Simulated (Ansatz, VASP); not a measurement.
InB2As3: VASP beside Ansatz

```xyz
6
Lattice="4.7896 0.0000 0.0000 0.0000 4.7896 0.0000 0.0000 0.0000 5.6905" Properties=species:S:1:pos:R:3 pbc="T T T"
In    0.0000    0.0000    2.8453
B     2.3948    2.3948    2.0139
B     2.3948    2.3948    3.6766
As    0.0000    0.0000    4.6985
As    0.0000    0.0000    0.9920
As    2.3948    2.3948    0.0000
```

Alike in both runs: task relaxation of cell and atoms; functional PBE; k mesh 4 × 4 × 4; occupations gaussian, width 0.1 eV; no spin polarisation.

```csv
,VASP,Ansatz
version,VASP 6.6.1,Ansatz 0.2.0
potentials or method,"VASP PAW PBE potentials, release 64 (In_d, B, As), cutoff 600 eV","scalar-relativistic, plane waves, PAW"
valence electrons in the cell,34,64
```

```csv
,VASP,Ansatz,Ansatz less VASP
"gap on the k mesh at the Fermi level, each at its own relaxed structure (eV)",none,none,-
relaxed volume (Å³/atom),17.03,16.99,-0.044
relaxed cell length with the largest relative difference (Å),3.412,3.408,-0.0039
```

A gap of «none» marks a metal or a gap that the smearing closes. VASP's potentials hold 34 valence electrons a cell and Ansatz's 64, so a difference there can come from the potentials and not from the codes.

Noted on VASP's run: the volume moved by over 15 % at a fixed basis, so the end points are rough.
